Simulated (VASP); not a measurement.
Set up this calculation in VASP 6.6.1, as the native input.

```
Task                   : single point
Functional             : PBE
Dispersion             : D4
Potentials or basis    : VASP PAW PBE potentials, release 64 (Mn_pv, O)
Cutoff                 : 520 eV
k mesh                 : 10 × 10 × 10
Occupations            : fermi-dirac, width 0.05 eV
Spin                   : collinear spin, ferromagnetic start
Starting moments       : [4.0, 0.0] μB
Dipole correction      : no
Further INCAR settings : ALGO = Normal; EDIFF = 1e-07; NBANDS = 20
```

The structure of MnO lies in POSCAR:

```
MnO
1.0
    0.0000000000      2.1979910831      2.1979910831
    2.1979910831      0.0000000000      2.1979910831
    2.1979910831      2.1979910831      0.0000000000
Mn O
1 1
Direct
    0.0000000000      0.0000000000      0.0000000000
    0.5000000000      0.5000000000      0.5000000000
```

The input as run:

INCAR

```
SYSTEM = MnO
PREC = Accurate
ENCUT = 520
EDIFF = 1E-7
ISMEAR = -1
SIGMA = 0.05
LREAL = .False.
LASPH = .True.
NELM = 150
ALGO = Normal
ISIF = 2
LWAVE = .False.
LCHARG = .False.
ISPIN = 2
MAGMOM = 4 0
LORBIT = 11
LMAXMIX = 4
GGA = PE
IVDW = 13
NBANDS = 20
```

KPOINTS

```
Automatic mesh
0
Gamma
  10 10 10
  0 0 0
```

Potentials or basis: VASP PAW PBE potentials, release 64 (Mn_pv, O).

The run is started by

```bash
$ cat potpaw_PBE.64/Mn_pv/POTCAR potpaw_PBE.64/O/POTCAR > POTCAR
$ mpirun -np 1 vasp_std > vasp.out
```

Results of the run:

```json
{"Pressure": "0.2 GPa", "Net moment": "4.68 μB per cell", "Site moments": "Mn +4.26; O +0.20 μB", "Valence electrons inside the program's atomic spheres": "Mn 11.39; O 4.99", "Dispersion energy per atom": "-0.329 eV"}
```

Caveat: a cell with one magnetic atom can't hold antiferromagnetic order, which such compounds often take; pairwise dispersion overbinds metals, which lowers pressure and volume.

Wall time 26 s on 1 thread of AMD EPYC 9R45 96-Core Processor (Zen 5) (shared host), peak memory 0.14 GiB.
